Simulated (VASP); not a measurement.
Write the native input for VASP 6.6.1 that does the following.

| Property | Result |
| --- | --- |
| Task | single point |
| Functional | RPBE |
| Potentials or basis | VASP PAW PBE potentials, release 64 (Ge_d) |
| Cutoff | 520 eV |
| k mesh | 12 × 12 × 9 |
| Occupations | fermi-dirac, width 0.1 eV |
| Spin | no spin polarisation |
| Dipole correction | no |
| Further INCAR settings | ALGO = Normal; EDIFF = 1e-06; NBANDS = 21; ISYM = 0 |

The structure of Ge lies in POSCAR:

```
Ge
1.0
   -2.6100867877      2.6132347663      1.4437691740
    2.6132347663     -2.6100867877      1.4437691740
    2.6242645432      2.6242645432     -1.4380036454
Ge
2
Direct
    0.9997552703      0.0002447297      0.0000000000
    0.7502447297      0.2497552703      0.5000000000
```

The input as run:

INCAR

```
PREC = Accurate
ENCUT = 520
EDIFF = 1E-6
ISMEAR = -1
SIGMA = 0.1
LREAL = F
LASPH = T
NELM = 80
ALGO = Normal
ISIF = 2
LWAVE = F
LCHARG = T
GGA = RP
LELF = T
LVHAR = T
ISYM = 0
NBANDS = 21
```

KPOINTS

```
Automatic mesh
0
Gamma
  12 12 9
```

Potentials or basis: VASP PAW PBE potentials, release 64 (Ge_d).

Launch:

```bash
$ cat potpaw_PBE.64/Ge_d/POTCAR > POTCAR
$ mpirun -np 1 vasp_std > vasp.out
```

It gave:

```yaml
Pressure: -0.1 GPa
Largest_force: 0.006 eV/Å
Band_gap_on_the_k_mesh: zero (bands 14 and 15 overlap by 5.08 eV)
```

Caveat: the PAW data sets were made with another functional, which shifts forces and pressure a little.

Run time: 6.8 min on 1 thread of Intel(R) Xeon(R) 6975P-C (Granite Rapids), with other jobs on the host, peak memory 0.5 GiB.
